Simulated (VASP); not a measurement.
# GaN in VASP: notebook

The runs below take GaN through single point, relaxation of cell and atoms, with PBE.

Program: VASP 6.6.1. These are calculated values, not measurements. Logs are shortened: lines on timing, memory, paths and dates and some standing lists are left out, and cuts for length are marked.

**1. The cell of the first run**

The structure is cubic, space group Fm-3m (No. 225). The conventional cell has a = 4.268 Å, b = 4.268 Å, c = 4.268 Å, α = 90.00°, β = 90.00°, γ = 90.00°. Within 2.8 Å of Ga (site symmetry m-3m) lie 6 N at 2.13 Å. N (site symmetry m-3m) has 6 Ga at 2.13 Å within 2.8 Å.

**2. Single point, PBE**

File INCAR:

```
PREC = Accurate
ENCUT = 520
EDIFF = 1E-6
ISMEAR = 0
SIGMA = 0.02
LREAL = F
LASPH = T
NELM = 60
ALGO = Normal
ISIF = 2
LWAVE = F
LCHARG = T
GGA = PE
LELF = T
LVHAR = T
NBANDS = 16
```

File KPOINTS:

```
regular mesh
0
Gamma
  14 14 14
```

File POSCAR:

```
GaN
1.0
    0.0000000000      2.1340199331      2.1340199331
    2.1340199331      0.0000000000      2.1340199331
    2.1340199331      2.1340199331      0.0000000000
Ga N
1 1
Direct
    0.0000000000      0.0000000000      0.0000000000
    0.5000000000      0.5000000000      0.5000000000
```

Potentials or basis: VASP PAW PBE potentials, release 64 (Ga_d, N).

Run with:

```
> cat potpaw_PBE.64/Ga_d/POTCAR potpaw_PBE.64/N/POTCAR > POTCAR
> mpirun -np 1 vasp_std > vasp.out
```

OUTCAR:

```text
PREC = Accurate
   ENCUT = 520
   EDIFF = 1E-6
   ISMEAR = 0
   LREAL = F
   LASPH = T
   NELM = 60
   ISIF = 2
   GGA = PE

 ion  position               nearest neighbor table
   1  0.000  0.000  0.000-   2 2.13   2 2.13   2 2.13   2 2.13   2 2.13   2 2.13
   2  0.500  0.500  0.500-   1 2.13   1 2.13   1 2.13   1 2.13   1 2.13   1 2.13

  LATTYP: Found a face centered cubic cell.
 ALAT       =     4.2680398662

  Lattice vectors:

 A1 = (   0.0000000000,   2.1340199331,   2.1340199331)
 A2 = (   2.1340199331,   0.0000000000,   2.1340199331)
 A3 = (   2.1340199331,   2.1340199331,   0.0000000000)

Analysis of symmetry for initial positions (statically):
=====================================================================
 Subroutine PRICEL returns:
 Original cell was already a primitive cell.

 Routine SETGRP: Setting up the symmetry group for a
 face centered cubic supercell.

 Subroutine GETGRP returns: Found 48 space group operations
 (whereof 48 operations were pure point group operations)
 out of a pool of 48 trial point group operations.

The static configuration has the point symmetry O_h .

Analysis of symmetry for dynamics (positions and initial velocities):
=====================================================================
 Subroutine PRICEL returns:
 Original cell was already a primitive cell.

 Routine SETGRP: Setting up the symmetry group for a
 face centered cubic supercell.

 Subroutine GETGRP returns: Found 48 space group operations
 (whereof 48 operations were pure point group operations)
 out of a pool of 48 trial point group operations.

The dynamic configuration has the point symmetry O_h .

 Subroutine INISYM returns: Found 48 space group operations
 (whereof 48 operations are pure point group operations),
 and found     1 'primitive' translations

----------------------------------------------------------------------------------------

                                     Primitive cell

  volume of cell :      19.4368

  direct lattice vectors                    reciprocal lattice vectors
     0.000000000  2.134019933  2.134019933    -0.234299592  0.234299592  0.234299592
     2.134019933  0.000000000  2.134019933     0.234299592 -0.234299592  0.234299592
     2.134019933  2.134019933  0.000000000     0.234299592  0.234299592 -0.234299592

  length of vectors
     3.017959932  3.017959932  3.017959932     0.405818798  0.405818798  0.405818798

  position of ions in fractional coordinates (direct lattice)
     0.000000000  0.000000000  0.000000000
     0.500000000  0.500000000  0.500000000

  ion indices of the primitive-cell ions
   primitive index   ion index
                 1           1
                 2           2

----------------------------------------------------------------------------------------

 KPOINTS: regular mesh

Automatic generation of k-mesh.
 Grid dimensions read from file:
 generate k-points for:   14   14   14

 Generating k-lattice:

  Cartesian coordinates                     Fractional coordinates (reciprocal lattice)
    -0.016735685  0.016735685  0.016735685     0.071428571  0.000000000  0.000000000
     0.016735685 -0.016735685  0.016735685     0.000000000  0.071428571  0.000000000
     0.016735685  0.016735685 -0.016735685     0.000000000  0.000000000  0.071428571

  Length of vectors
     0.028987057  0.028987057  0.028987057

  Shift w.r.t. Gamma in fractional coordinates (k-lattice)
     0.000000000  0.000000000  0.000000000

 Subroutine IBZKPT returns following result:
 ===========================================

 Found    104 irreducible k-points:

 Following reciprocal coordinates:
            Coordinates               Weight
  0.000000  0.000000  0.000000      1.000000
  0.071429  0.000000  0.000000      8.000000
  0.142857  0.000000  0.000000      8.000000
  0.214286  0.000000  0.000000      8.000000
  0.285714  0.000000  0.000000      8.000000
  0.357143  0.000000  0.000000      8.000000
[... 16 lines left out ...]
  0.214286  0.142857  0.000000     24.000000
  0.285714  0.142857  0.000000     24.000000
 [... further k-points ...]
   k-points           NKPTS =    104   k-points in BZ     NKDIM =    104   number of bands    NBANDS=     16
   number of dos      NEDOS =    301   number of ions     NIONS =      2
   total plane-waves  NPLWV =  13824
   dimension x,y,z NGX =    24 NGY =   24 NGZ =   24
   dimension x,y,z NGXF=    48 NGYF=   48 NGZF=   48
   ions per type =               1   1
   NGX,Y,Z   is equivalent  to a cutoff of  13.22, 13.22, 13.22 a.u.
   NGXF,Y,Z  is equivalent  to a cutoff of  26.44, 26.44, 26.44 a.u.
 SYSTEM =  unknown system
   PREC   = accura    normal or accurate (medium, high low for compatibility)
   ISTART =      0    job   : 0-new  1-cont  2-samecut
   ICHARG =      2    charge: 1-file 2-atom 10-const
   ISPIN  =      1    spin polarized calculation?
   LNONCOLLINEAR =      F non collinear calculations
   LSORBIT =      F    spin-orbit coupling
   LASPH  =      T    aspherical Exc in radial PAW
   ENCUT  =  520.0 eV  38.22 Ry    6.18 a.u.   5.61  5.61  5.61*2*pi/ulx,y,z
   NELM   =     60;   NELMIN=  2; NELMDL= -5     # of ELM steps
   EDIFF  = 0.1E-05   stopping-criterion for ELM
   LREAL  =      F    real-space projection
   EDIFFG = 0.1E-04   stopping-criterion for IOM
   NSW    =      0    number of steps for IOM
   IBRION =     -1    ionic relax: 0-MD 1-quasi-New 2-CG
   NFREE  =      0    steps in history (QN), initial steepest desc. (CG)
   ISIF   =      2    stress and relaxation
   ISYM   =      2    0-nonsym 1-usesym 2-fastsym
   POTIM  = 0.5000    time-step for ionic-motion
   TEBEG  =    0.0;   TEEND  =   0.0 temperature during run
   PSTRESS=    0.0 pullay stress
   NELECT =      18.0000    total number of electrons
   NUPDOWN=      -1.0000    fix difference up-down
   EMIN   =  10.00;   EMAX   =-10.00  energy-range for DOS
   EFERMI =   0.00;   METHOD = LEGACY
   ISMEAR =     0;   SIGMA  =   0.02  broadening in eV -4-tet -1-fermi 0-gaus
   EFERMI_NEDOS =   21; number of points for ismear=-14 and -15
   IALGO  =     38    algorithm
   IMIX   =      4    mixing-type and parameters
     AMIX     =   0.40;   BMIX     =  1.00
     AMIX_MAG =   1.60;   BMIX_MAG =  1.00
  volume/ion in A,a.u.               =       9.72        65.58
  Fermi-wavevector in a.u.,A,eV,Ry     =   1.595722  3.015477 34.644899  2.546328
  Thomas-Fermi vector in A             =   2.693596
   LORBIT       =      0    0 simple, 1 ext, 2 COOP (PROOUT), +10 PAW based schemes
   GGA     = PE    functional components
   LHFCALC =     F    Hartree Fock is set to
   AEXX    =    0.0000 exact exchange contribution
   IVDW    =     0    specifies the selected vdW correction
   LEPSILON=     F    determine dielectric tensor
   LRPA    =     F    only Hartree local field effects (RPA)
 non-spin polarized calculation
 Gauss-broadening in eV      SIGMA  =   0.02
  energy-cutoff  :      520.00
  volume of cell :       19.44
 maximum number of plane-waves:       544
   NGX = 11   NGY = 11   NGZ = 11

 number of electron      18.0000006 magnetization

 Free energy of the ion-electron system (eV)
  ---------------------------------------------------
  ext. energy  EPLUGINS =         0.00000000
  ---------------------------------------------------
  free energy    TOTEN  =       -11.20664775 eV

  energy without entropy =      -11.20664775  energy(sigma->0) =      -11.20664775

 E-fermi :   7.6265     XC(G=0): -12.9140

 val. band max:        7.5397722884   @ k =  -0.2143   0.1429   0.0000
 cond. band min:       7.9468119678   @ k =   0.5000   0.5000   0.0000
 fundamental gap:      0.4070396794
 Fermi energy:         7.6264723895

 k-point     1 :       0.0000    0.0000    0.0000
  band No.  band energies     occupation
      1      -9.4771      2.00000
      2      -6.4640      2.00000
      3      -6.4640      2.00000
      4      -6.4640      2.00000
      5      -6.3765      2.00000
      6      -6.3765      2.00000
[... 8 lines left out ...]
     15      22.9426      0.00000
     16      22.9426      0.00000

 k-point     2 :       0.0714    0.0000    0.0000
  band No.  band energies     occupation
      1      -9.3805      2.00000
      2      -6.4674      2.00000
      3      -6.4584      2.00000
      4      -6.4584      2.00000
      5      -6.3832      2.00000
      6      -6.3832      2.00000
[... 8 lines left out ...]
     15      23.0604      0.00000
     16      23.0604      0.00000

 k-point     3 :       0.1429    0.0000    0.0000
  band No.  band energies     occupation
      1      -9.0953      2.00000
      2      -6.4770      2.00000
      3      -6.4555      2.00000
      4      -6.4555      2.00000
      5      -6.3894      2.00000
      6      -6.3894      2.00000
[... 8 lines left out ...]
     15      23.6019      0.00000
     16      23.6019      0.00000

 k-point     4 :       0.2143    0.0000    0.0000
  band No.  band energies     occupation
      1      -8.6386      2.00000
      2      -6.4903      2.00000
      3      -6.4830      2.00000
      4      -6.4830      2.00000
      5      -6.3662      2.00000
      6      -6.3662      2.00000
[... 8 lines left out ...]
     15      24.5395      0.00000
     16      24.5395      0.00000

 k-point     5 :       0.2857    0.0000    0.0000
  band No.  band energies     occupation
      1      -8.0466      2.00000
      2      -6.5258      2.00000
      3      -6.5258      2.00000
      4      -6.5039      2.00000
      5      -6.3274      2.00000
      6      -6.3274      2.00000
[... 8 lines left out ...]
     15      25.8163      0.00000
     16      25.8163      0.00000

 k-point     6 :       0.3571    0.0000    0.0000
  band No.  band energies     occupation
      1      -7.3939      2.00000
      2      -6.5663      2.00000
      3      -6.5663      2.00000
      4      -6.5134      2.00000
      5      -6.2900      2.00000
      6      -6.2900      2.00000
[... 8 lines left out ...]
     15      27.3741      0.00000
     16      27.3741      0.00000

 k-point     7 :       0.4286    0.0000    0.0000
  band No.  band energies     occupation
      1      -6.8383      2.00000
      2      -6.5947      2.00000
      3      -6.5947      2.00000
      4      -6.5067      2.00000
      5      -6.2635      2.00000
      6      -6.2635      2.00000
[... 8 lines left out ...]
     15      29.0924      0.00000
     16      29.0924      0.00000

 k-point     8 :       0.5000    0.0000    0.0000
  band No.  band energies     occupation
      1      -6.6412      2.00000
      2      -6.6049      2.00000
      3      -6.6049      2.00000
      4      -6.4649      2.00000
      5      -6.2539      2.00000
      6      -6.2539      2.00000
[... 8 lines left out ...]
     15      30.2528      0.00000
     16      30.2528      0.00000

 k-point     9 :       0.0714    0.0714    0.0000
  band No.  band energies     occupation
      1      -9.3495      2.00000
      2      -6.4721      2.00000
      3      -6.4538      2.00000
      4      -6.4538      2.00000
      5      -6.3996      2.00000
      6      -6.3714      2.00000
[... 8 lines left out ...]
     15      24.2881      0.00000
     16      24.2881      0.00000
[... 172 lines left out ...]
 k-point    19 :      -0.2143    0.0714    0.0000
  band No.  band energies     occupation
      1      -8.3931      2.00000
      2      -6.5065      2.00000
      3      -6.5018      2.00000
      4      -6.4832      2.00000
      5      -6.3780      2.00000
      6      -6.3050      2.00000
[... 8 lines left out ...]
     15      24.0101      0.00000
     16      26.2207      0.00000

 k-point    20 :      -0.1429    0.0714    0.0000
  band No.  band energies     occupation
      1      -8.8845      2.00000
      2      -6.4847      2.00000
      3      -6.4635      2.00000
      4      -6.4575      2.00000
      5      -6.4147      2.00000
      6      -6.3483      2.00000
[... 8 lines left out ...]
     15      23.6181      0.00000
     16      25.1492      0.00000

 k-point    21 :      -0.0714    0.0714    0.0000
  band No.  band energies     occupation
      1      -9.2222      2.00000
      2      -6.4741      2.00000
      3      -6.4531      2.00000
      4      -6.4492      2.00000
      5      -6.4093      2.00000
      6      -6.3723      2.00000
[... 8 lines left out ...]
     15      23.4939      0.00000
     16      24.2465      0.00000

 k-point    22 :       0.1429    0.1429    0.0000
  band No.  band energies     occupation
      1      -8.9915      2.00000
      2      -6.4950      2.00000
      3      -6.4391      2.00000
      4      -6.4239      2.00000
      5      -6.4239      2.00000
      6      -6.3573      2.00000
[... 8 lines left out ...]
     15      26.4595      0.00000
     16      26.4596      0.00000

 k-point    23 :       0.2143    0.1429    0.0000
  band No.  band energies     occupation
      1      -8.6918      2.00000
      2      -6.5086      2.00000
      3      -6.4562      2.00000
      4      -6.4159      2.00000
      5      -6.3824      2.00000
      6      -6.3415      2.00000
[... 8 lines left out ...]
     15      26.8465      0.00000
     16      27.2577      0.00000

 k-point    24 :       0.2857    0.1429    0.0000
  band No.  band energies     occupation
      1      -8.2736      2.00000
      2      -6.5220      2.00000
      3      -6.4650      2.00000
      4      -6.4368      2.00000
      5      -6.3087      2.00000
      6      -6.2973      2.00000
[... 8 lines left out ...]
     15      26.9152      0.00000
     16      27.9770      0.00000

 [... further k-points ...]
[... 5 lines left out ...]
  --------------------------------------------------------------------------------------
  -------------------------------------------------------------------------------------
  Total        0.0959632      0.0959632      0.0959632      0.0000000     -0.0000000      0.0000000
  in kB        7.9102411      7.9102411      7.9102411      0.0000000     -0.0000000      0.0000000
  external PRESSURE =       7.9102411 kB  Pullay stress =       0.0000000 kB

 VOLUME and BASIS-vectors are now :
 -----------------------------------------------------------------------------
  energy-cutoff  :      520.00
  volume of cell :       19.44
      direct lattice vectors                 reciprocal lattice vectors
     0.000000000  2.134019933  2.134019933    -0.234299592  0.234299592  0.234299592
     2.134019933  0.000000000  2.134019933     0.234299592 -0.234299592  0.234299592
     2.134019933  2.134019933  0.000000000     0.234299592  0.234299592 -0.234299592

 POSITION                                       TOTAL-FORCE (eV/Angst)
 -----------------------------------------------------------------------------------
      0.00000      0.00000      0.00000        -0.000000     -0.000000     -0.000000
      2.13402      2.13402      2.13402         0.000000      0.000000      0.000000
 -----------------------------------------------------------------------------------
    total drift:                                0.000000     -0.000000     -0.000000

  FREE ENERGIE OF THE ION-ELECTRON SYSTEM (eV)
  ---------------------------------------------------
  free  energy   TOTEN  =       -11.2066477533 eV

  energy  without entropy=      -11.2066477533  energy(sigma->0) =      -11.20664775
```

It took 20 s on 1 thread of Intel Xeon 6975P-C, shared host; peak memory 0.16 GiB.

What came out:

- Free energy: -11.2066 eV
- Pressure: 0.8 GPa
- Band gap on the k mesh: 0.41 eV, indirect (least direct gap 2.39 eV)

A k mesh can miss the band edges. PBE gaps usually lie below the measured ones, often by a third to a half.

[end of part 1 of 2]
